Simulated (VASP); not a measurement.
# W (Pm-3m) in VASP: further runs, part 2 of 2

VASP 6.6.1. The steps go on from the part before.

## (4) Single point, r2SCAN

This run uses another cell than the first one, of 18.18 Å³/atom.

The input, POSCAR:

```
W
1.0
    2.6293428327      0.0000000000      0.0000000000
    0.0000000000      2.6293428327      0.0000000000
    0.0000000000      0.0000000000      2.6293428327
W
1
Direct
    0.0000000000      0.0000000000      0.0000000000
```

The input, INCAR.step1:

```
PREC = Accurate
ENCUT = 550
ISMEAR = 1
SIGMA = 0.1
LREAL = F
LASPH = T
NELM = 120
NBANDS = 13
GGA = PE
ALGO = Normal
EDIFF = 1E-5
LWAVE = T
LCHARG = F
GGA_COMPAT = F
```

The input, INCAR.step2:

```
PREC = Accurate
ENCUT = 550
EDIFF = 1E-6
ISMEAR = 1
SIGMA = 0.1
LREAL = F
LASPH = T
NELM = 120
ALGO = Normal
ISIF = 2
LWAVE = F
LCHARG = T
METAGGA = R2SCAN
LMIXTAU = T
LELF = T
LVHAR = T
NBANDS = 13
ISTART = 1
GGA_COMPAT = F
```

The input, KPOINTS:

```
regular mesh
0
Gamma
  8 8 8
```

Potentials or basis: VASP PAW PBE potentials, release 64 (W_sv).

Launch:

```console
cat potpaw_PBE.64/W_sv/POTCAR > POTCAR
cp INCAR.step1 INCAR
mpirun -np 1 vasp_std > vasp.out
cp INCAR.step2 INCAR
mpirun -np 1 vasp_std > vasp.out
```

OUTCAR:

```text
PREC = Accurate
   ENCUT = 550
   EDIFF = 1E-6
   ISMEAR = 1
   LREAL = F
   LASPH = T
   NELM = 120
   ISIF = 2
   METAGGA = R2SCAN
   ISTART = 1

 ion  position               nearest neighbor table
   1  0.000  0.000  0.000-

  LATTYP: Found a simple cubic cell.
 ALAT       =     2.6293428327

  Lattice vectors:

 A1 = (   2.6293428327,   0.0000000000,   0.0000000000)
 A2 = (   0.0000000000,   2.6293428327,   0.0000000000)
 A3 = (   0.0000000000,   0.0000000000,   2.6293428327)

Analysis of symmetry for initial positions (statically):
=====================================================================
 Subroutine PRICEL returns:
 Original cell was already a primitive cell.

 Routine SETGRP: Setting up the symmetry group for a
 simple cubic supercell.

 Subroutine GETGRP returns: Found 48 space group operations
 (whereof 48 operations were pure point group operations)
 out of a pool of 48 trial point group operations.

The static configuration has the point symmetry O_h .

Analysis of symmetry for dynamics (positions and initial velocities):
=====================================================================
 Subroutine PRICEL returns:
 Original cell was already a primitive cell.

 Routine SETGRP: Setting up the symmetry group for a
 simple cubic supercell.

 Subroutine GETGRP returns: Found 48 space group operations
 (whereof 48 operations were pure point group operations)
 out of a pool of 48 trial point group operations.

The dynamic configuration has the point symmetry O_h .

 Subroutine INISYM returns: Found 48 space group operations
 (whereof 48 operations are pure point group operations),
 and found     1 'primitive' translations

----------------------------------------------------------------------------------------

                                     Primitive cell

  volume of cell :      18.1778

  direct lattice vectors                    reciprocal lattice vectors
     2.629342833  0.000000000  0.000000000     0.380323170  0.000000000  0.000000000
     0.000000000  2.629342833  0.000000000     0.000000000  0.380323170  0.000000000
     0.000000000  0.000000000  2.629342833     0.000000000  0.000000000  0.380323170

  length of vectors
     2.629342833  2.629342833  2.629342833     0.380323170  0.380323170  0.380323170

  position of ions in fractional coordinates (direct lattice)
     0.000000000  0.000000000  0.000000000

  ion indices of the primitive-cell ions
   primitive index   ion index
                 1           1

----------------------------------------------------------------------------------------

 KPOINTS: regular mesh

Automatic generation of k-mesh.
 Grid dimensions read from file:
 generate k-points for:    8    8    8

 Generating k-lattice:

  Cartesian coordinates                     Fractional coordinates (reciprocal lattice)
     0.047540396  0.000000000  0.000000000     0.125000000  0.000000000  0.000000000
     0.000000000  0.047540396  0.000000000     0.000000000  0.125000000  0.000000000
     0.000000000  0.000000000  0.047540396     0.000000000  0.000000000  0.125000000

  Length of vectors
     0.047540396  0.047540396  0.047540396

  Shift w.r.t. Gamma in fractional coordinates (k-lattice)
     0.000000000  0.000000000  0.000000000

 Subroutine IBZKPT returns following result:
 ===========================================

 Found     35 irreducible k-points:

 Following reciprocal coordinates:
            Coordinates               Weight
  0.000000  0.000000  0.000000      1.000000
  0.125000  0.000000  0.000000      6.000000
  0.250000  0.000000  0.000000      6.000000
  0.375000  0.000000  0.000000      6.000000
  0.500000  0.000000  0.000000      3.000000
  0.125000  0.125000  0.000000     12.000000
[... 16 lines left out ...]
  0.375000  0.375000  0.125000     24.000000
  0.500000  0.375000  0.125000     24.000000
 [... further k-points ...]
   k-points           NKPTS =     35   k-points in BZ     NKDIM =     35   number of bands    NBANDS=     13
   number of dos      NEDOS =    301   number of ions     NIONS =      1
   total plane-waves  NPLWV =   8000
   dimension x,y,z NGX =    20 NGY =   20 NGZ =   20
   dimension x,y,z NGXF=    40 NGYF=   40 NGZF=   40
   ions per type =               1
   NGX,Y,Z   is equivalent  to a cutoff of  12.65, 12.65, 12.65 a.u.
   NGXF,Y,Z  is equivalent  to a cutoff of  25.29, 25.29, 25.29 a.u.
 SYSTEM =  unknown system
   PREC   = accura    normal or accurate (medium, high low for compatibility)
   ISTART =      1    job   : 0-new  1-cont  2-samecut
   ICHARG =      0    charge: 1-file 2-atom 10-const
   ISPIN  =      1    spin polarized calculation?
   LNONCOLLINEAR =      F non collinear calculations
   LSORBIT =      F    spin-orbit coupling
   LASPH  =      T    aspherical Exc in radial PAW
   ENCUT  =  550.0 eV  40.42 Ry    6.36 a.u.   5.03  5.03  5.03*2*pi/ulx,y,z
   NELM   =    120;   NELMIN=  2; NELMDL=  0     # of ELM steps
   EDIFF  = 0.1E-05   stopping-criterion for ELM
   LREAL  =      F    real-space projection
   EDIFFG = 0.1E-04   stopping-criterion for IOM
   NSW    =      0    number of steps for IOM
   IBRION =     -1    ionic relax: 0-MD 1-quasi-New 2-CG
   NFREE  =      0    steps in history (QN), initial steepest desc. (CG)
   ISIF   =      2    stress and relaxation
   ISYM   =      2    0-nonsym 1-usesym 2-fastsym
   POTIM  = 0.5000    time-step for ionic-motion
   TEBEG  =    0.0;   TEEND  =   0.0 temperature during run
   PSTRESS=    0.0 pullay stress
   NELECT =      14.0000    total number of electrons
   NUPDOWN=      -1.0000    fix difference up-down
   EMIN   =  10.00;   EMAX   =-10.00  energy-range for DOS
   EFERMI =   0.00;   METHOD = LEGACY
   ISMEAR =     1;   SIGMA  =   0.10  broadening in eV -4-tet -1-fermi 0-gaus
   EFERMI_NEDOS =   21; number of points for ismear=-14 and -15
   IALGO  =     38    algorithm
   IMIX   =      4    mixing-type and parameters
     AMIX     =   0.40;   BMIX     =  1.00
     AMIX_MAG =   1.60;   BMIX_MAG =  1.00
  volume/ion in A,a.u.               =      18.18       122.67
  Fermi-wavevector in a.u.,A,eV,Ry     =   1.500618  2.835758 30.638359  2.251856
  Thomas-Fermi vector in A             =   2.612095
   LORBIT       =      0    0 simple, 1 ext, 2 COOP (PROOUT), +10 PAW based schemes
   METAGGA = R2SCAN    functional components
   LHFCALC =     F    Hartree Fock is set to
   AEXX    =    0.0000 exact exchange contribution
   IVDW    =     0    specifies the selected vdW correction
   LEPSILON=     F    determine dielectric tensor
   LRPA    =     F    only Hartree local field effects (RPA)
 non-spin polarized calculation
 Methfessel and Paxton  Order N= 1 SIGMA  =   0.10
  energy-cutoff  :      550.00
  volume of cell :       18.18
 maximum number of plane-waves:       554
   NGX = 11   NGY = 11   NGZ = 11

 number of electron      14.0000001 magnetization

 Free energy of the ion-electron system (eV)
  ---------------------------------------------------
  ext. energy  EPLUGINS =         0.00000000
  ---------------------------------------------------
  free energy    TOTEN  =       -49.74936952 eV

  energy without entropy =      -49.74946697  energy(sigma->0) =      -49.74940201

 E-fermi :   9.4630     XC(G=0): -13.8609

 val. band max:        9.3946140102   @ k =   0.5000   0.1250   0.1250
 cond. band min:       9.4734781068   @ k =   0.3750   0.2500   0.2500
 fundamental gap:      0.0788640965
 Fermi energy:         9.4629898106

 k-point     1 :       0.0000    0.0000    0.0000
  band No.  band energies     occupation
      1     -66.6575      2.00000
      2     -29.5704      2.00000
      3     -29.5704      2.00000
      4     -29.5704      2.00000
      5       0.3243      2.00000
      6       4.6418      2.00000
      7       4.6418      2.00000
      8      14.4304      0.00000
      9      14.4304      0.00000
     10      14.4304      0.00000
     11      24.9918      0.00000
     12      24.9918      0.00000
     13      24.9918      0.00000
[... 353 lines left out ...]
 k-point    24 :       0.5000    0.3750    0.1250
  band No.  band energies     occupation
      1     -66.4384      2.00000
      2     -30.7703      2.00000
      3     -30.5619      2.00000
      4     -29.5441      2.00000
      5       4.2526      2.00000
      6       6.9283      2.00000
      7       9.3635      2.04920
      8       9.8577     -0.00000
      9      13.1428      0.00000
     10      15.7563      0.00000
     11      18.5606      0.00000
     12      24.1680      0.00000
     13      25.1922      0.00000

 [... further k-points ...]

------------------------ aborting loop because EDIFF is reached ----------------------------------------

  FORCE on cell =-STRESS in cart. coord.  units (eV):
  Direction    XX          YY          ZZ          XY          YZ          ZX
  --------------------------------------------------------------------------------------
  -------------------------------------------------------------------------------------
  Total        0.1501006      0.1501006      0.1501006      0.0000000     -0.0000000      0.0000000
  in kB       13.2297441     13.2297441     13.2297441      0.0000000     -0.0000000      0.0000000
  external PRESSURE =      13.2297441 kB  Pullay stress =       0.0000000 kB

 VOLUME and BASIS-vectors are now :
 -----------------------------------------------------------------------------
  energy-cutoff  :      550.00
  volume of cell :       18.18
      direct lattice vectors                 reciprocal lattice vectors
     2.629342833  0.000000000  0.000000000     0.380323170  0.000000000  0.000000000
     0.000000000  2.629342833  0.000000000     0.000000000  0.380323170  0.000000000
     0.000000000  0.000000000  2.629342833     0.000000000  0.000000000  0.380323170

 POSITION                                       TOTAL-FORCE (eV/Angst)
 -----------------------------------------------------------------------------------
      0.00000      0.00000      0.00000         0.000000      0.000000      0.000000
 -----------------------------------------------------------------------------------
    total drift:                               -0.000000      0.000000      0.000000

  FREE ENERGIE OF THE ION-ELECTRON SYSTEM (eV)
  ---------------------------------------------------
  free  energy   TOTEN  =       -49.7493695247 eV

  energy  without entropy=      -49.7494669690  energy(sigma->0) =      -49.74940201
```

It took 46 s on 1 thread of Intel Xeon 8259CL, shared host; peak memory 0.13 GiB.

What came out:

* Free energy: -49.7494 eV
* Pressure: 1.3 GPa
* Band gap on the k mesh: zero (bands 7 and 8 overlap by 2.39 eV)

Levels at points of the mesh, in eV from the Fermi level:
```tsv
k point	band 5	band 6	band 7	band 8	band 9	band 10
(0.00, 0.00, 0.00)	-9.14	-4.82	-4.82	4.97	4.97	4.97
(0.50, 0.00, 0.00)	-5.47	-3.79	-0.99	1.03	1.03	5.37
(0.50, 0.50, 0.00)	-5.87	-3.24	1.83	1.83	4.80	4.80
(0.50, 0.50, 0.50)	-4.11	-4.11	-4.11	7.75	7.75	7.77
```

Caveat: the PAW data sets were made with another functional, which shifts forces and pressure a little; spin-orbit coupling is left out, which moves the levels of the heavy elements.

## (5) Single point, r2SCAN

This run uses another cell than the first one, of 18.45 Å³/atom.

The input, POSCAR:

```
W
1.0
    2.6424243557      0.0000000000      0.0000000000
    0.0000000000      2.6424243557      0.0000000000
    0.0000000000      0.0000000000      2.6424243557
W
1
Direct
    0.0000000000      0.0000000000      0.0000000000
```

The input, INCAR.step1:

```
  ALGO = Normal
  EDIFF = 1E-5
  ENCUT = 550
  GGA = PE
  GGA_COMPAT = F
  ISMEAR = 1
  LASPH = T
  LCHARG = F
  LREAL = F
  LWAVE = T
  NBANDS = 13
  NELM = 120
  PREC = Accurate
  SIGMA = 0.1
```

The input, INCAR.step2:

```
  ALGO = Normal
  EDIFF = 1E-6
  ENCUT = 550
  GGA_COMPAT = F
  ISIF = 2
  ISMEAR = 1
  ISTART = 1
  LASPH = T
  LCHARG = F
  LMIXTAU = T
  LREAL = F
  LWAVE = F
  METAGGA = R2SCAN
  NBANDS = 13
  NELM = 120
  PREC = Accurate
  SIGMA = 0.1
```

The input, KPOINTS:

```
k-points
0
Gamma
  8 8 8
```

Launch:

```console
cat potpaw_PBE.64/W_sv/POTCAR > POTCAR
cp INCAR.step1 INCAR
mpirun -np 1 vasp_std > vasp.out
cp INCAR.step2 INCAR
mpirun -np 1 vasp_std > vasp.out
```

Run time: 40 s. Hardware: 1 thread of Intel Xeon 8259CL, shared host; peak memory 0.13 GiB.

It converged, with:

```yaml
Free_energy: -49.7489 eV
Pressure: -1.9 GPa
Band_gap_on_the_k_mesh: zero (bands 7 and 8 overlap by 2.34 eV)
```

Levels at points of the mesh, in eV from the Fermi level:
| k point | band 4 | band 5 | band 6 | band 7 | band 8 | band 9 | band 10 | band 11 |
| --- | --- | --- | --- | --- | --- | --- | --- | --- |
| (0.00, 0.00, 0.00) | -39.06 | -9.06 | -4.74 | -4.74 | 4.87 | 4.87 | 4.87 | 15.40 |
| (0.50, 0.00, 0.00) | -38.94 | -5.42 | -3.73 | -0.99 | 1.03 | 1.03 | 5.27 | 9.34 |
| (0.50, 0.50, 0.00) | -38.83 | -5.74 | -3.21 | 1.81 | 1.81 | 4.72 | 4.72 | 7.31 |
| (0.50, 0.50, 0.50) | -40.04 | -4.02 | -4.02 | -4.02 | 7.58 | 7.58 | 7.81 | 11.75 |

Caveat: the PAW data sets were made with another functional, which shifts forces and pressure a little; spin-orbit coupling is left out, which moves the levels of the heavy elements.

## (6) The runs side by side

| cell | k mesh | gap on the mesh (eV) | pressure (GPa) |
| --- | --- | --- | --- |
| a = 2.616 Å, 1 atom | 9 × 9 × 9 | none | 3.8 |
| a = 2.626 Å, 1 atom | 9 × 9 × 9 | none | 1.2 |
| a = 2.629 Å, 1 atom | 8 × 8 × 8 | none | 1.3 |
| a = 2.642 Å, 1 atom | 8 × 8 × 8 | none | -1.9 |

Alike in all rows: task single point; level r2SCAN; potentials or basis VASP PAW PBE potentials, release 64 (W_sv); no spin polarisation; cutoff (eV) 550; smearing methfessel-paxton 0.1 eV.

Caveats: the PAW data sets were made with another functional, which shifts forces and pressure a little; spin-orbit coupling is left out, which moves the levels of the heavy elements; the cell stands under pressure (at least some runs).

Absolute energies hang on the potentials; compare differences alone.
